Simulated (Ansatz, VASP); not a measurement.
**Sn in VASP and in Ansatz**

The input POSCAR:

```
Sn
1.0
   -1.6912200000      1.9546610000      2.1078700000
    1.6912200000     -1.9546610000      2.1078700000
    1.6912200000      1.9546610000     -2.1078700000
Sn
1
Direct
    0.0000000000      0.0000000000      0.0000000000
```

File INCAR.step1:

```
ALGO = Normal
EDIFF = 1E-4
ENCUT = 520
GGA = PE
ISMEAR = 0
LASPH = True
LCHARG = False
LREAL = False
LWAVE = True
NBANDS = 13
NELM = 100
PREC = Accurate
SIGMA = 0.1
```

INCAR.step2

```
ALGO = Normal
EDIFF = 1E-6
ENCUT = 520
ISIF = 2
ISMEAR = 0
ISTART = 1
LASPH = True
LCHARG = True
LELF = True
LMIXTAU = True
LREAL = False
LVHAR = True
LWAVE = False
METAGGA = R2SCAN
NBANDS = 13
NELM = 100
PREC = Accurate
SIGMA = 0.1
```

File KPOINTS:

```
k-points
0
Gamma
  8 8 8
```

Input for Ansatz:

```yaml
crystal:
  lattice:
    - [-1.69122, 1.954661, 2.10787]
    - [1.69122, -1.954661, 2.10787]
    - [1.69122, 1.954661, -2.10787]
  atoms:
    - { symbol: Sn, position: [0.0, 0.0, 0.0] }
basis:
  ecutwfc: 500
kpoints:
  mp_grid: { grid: [8, 8, 8] }
hamiltonian:
  xc: r2scan
scf:
  occupations: { method: gaussian, width: 0.1 }
output:
  forces: true
  stress: true
  eigenvalues: true
```

Alike in both runs: task single point; functional r2SCAN; k mesh 8 × 8 × 8; occupations gaussian, width 0.1 eV; no spin polarisation.

|  | VASP | Ansatz |
| --- | --- | --- |
| version | VASP 6.6.1 | Ansatz 0.2.0 |
| potentials or method | VASP PAW PBE potentials, release 64 (Sn_d), cutoff 520 eV | scalar-relativistic, plane waves, PAW |
| valence electrons in the cell | 14 | 14 |

|  | VASP | Ansatz | Ansatz less VASP |
| --- | --- | --- | --- |
| gap on the k mesh at the Fermi level (eV) | none | none | - |
| pressure (GPa) | -1.6 | -1.6 | +0.04 |
| traceless stress, the component that is largest in VASP (GPa) | 1.73 | 1.74 | +0.011 |

VASP's potentials were made for PBE, not for r2SCAN. A gap of «none» marks a metal or a gap that the smearing closes.
